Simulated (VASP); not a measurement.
LiF: single point with PBE

LiF:

```
Li F
1.0
     0.00000    2.06848    1.99487
     2.06848    0.00000    1.99487
     2.06848    2.06848    0.00000
Li F
1 1
Direct
  0.00000 0.00000 0.00000
  0.50000 0.50000 0.50000
```

This cell differs from its parent crystal: biaxial xy strain +3.7%.

```json
{"Program": "VASP 6.6.1", "Task": "single point", "Functional": "PBE", "Potentials or basis": "VASP PAW PBE potentials, release 64 (Li_sv, F)", "Cutoff": "520 eV", "k mesh": "10 × 10 × 10", "Occupations": "fermi-dirac, width 0.02 eV", "Spin": "no spin polarisation"}
```

- Band gap on the k mesh: 8.68 eV, direct

Levels at points of the mesh, in eV from the valence-band top:
| k point | band 2 | band 3 | band 4 | band 5 | band 6 | band 7 | band 8 | band 9 |
| --- | --- | --- | --- | --- | --- | --- | --- | --- |
| (0.00, 0.00, 0.00) | -19.89 | -0.09 | 0.00 | 0.00 | 8.68 | 23.11 | 23.11 | 23.78 |
| (0.50, 0.00, 0.00) | -19.49 | -2.41 | -0.27 | -0.21 | 10.52 | 16.19 | 18.21 | 18.85 |
| (0.50, 0.50, 0.00) | -19.22 | -2.83 | -1.03 | -1.03 | 14.82 | 15.92 | 16.97 | 19.37 |
| (0.50, 0.00, 0.50) | -19.26 | -2.86 | -1.04 | -0.82 | 14.17 | 16.41 | 16.87 | 19.61 |

Wall time 6.7 s on 1 thread of Intel(R) Xeon(R) 6975P-C (Granite Rapids) (shared host), peak memory 0.14 GiB.

Caveat: the cell differs from its parent crystal (biaxial xy strain +3.7%). A k mesh can miss the band edges.
